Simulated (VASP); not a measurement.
Set up this calculation in VASP 6.6.1, as the native input.

| Item | Value |
| --- | --- |
| Task | single point |
| Functional | PBEsol |
| Potentials or basis | VASP PAW PBE potentials, release 64 (Zr_sv, S) |
| Cutoff | 520 eV |
| k mesh | 16 × 16 × 16 |
| Occupations | gaussian, width 0.15 eV |
| Spin | no spin polarisation |
| Dipole correction | no |
| Further INCAR settings | ALGO = Normal; EDIFF = 1e-06; NBANDS = 16 |

The structure of ZrS lies in POSCAR:

```
ZrS
1.0
   -0.2120242553      2.5704462871      2.5704462871
    2.5704462871     -0.2120242553      2.5704462871
    2.5704462871      2.5704462871     -0.2120242553
Zr S
1 1
Direct
    0.0000000000      0.0000000000      0.0000000000
    0.5000000000      0.5000000000      0.5000000000
```

These files were run (other wordings do the same):

INCAR

```
SYSTEM = ZrS
PREC = Accurate ; ENCUT = 520
EDIFF = 1E-6 ; ISMEAR = 0
SIGMA = 0.15 ; LREAL = .FALSE.
LASPH = .TRUE. ; NELM = 80
ALGO = Normal ; ISIF = 2
LWAVE = .FALSE. ; LCHARG = .FALSE.
GGA = PS ; NBANDS = 16
```

KPOINTS

```
Automatic mesh
0
G
  16 16 16
  0 0 0
```

Potentials or basis: VASP PAW PBE potentials, release 64 (Zr_sv, S).

Run with:

```sh
$ cat potpaw_PBE.64/Zr_sv/POTCAR potpaw_PBE.64/S/POTCAR > POTCAR
$ mpirun -np 1 vasp_std > vasp.out
```

Results of the run:

The pressure is -11.7 GPa and the band gap on the k mesh is zero (bands 9 and 10 overlap by 3.15 eV).

Caveat: the cell stands under tension; the PAW data sets were made with another functional, which shifts forces and pressure a little.

Run time: 100 s on 1 thread of Intel(R) Xeon(R) 6975P-C (Granite Rapids), on a shared host, peak memory 0.35 GiB.
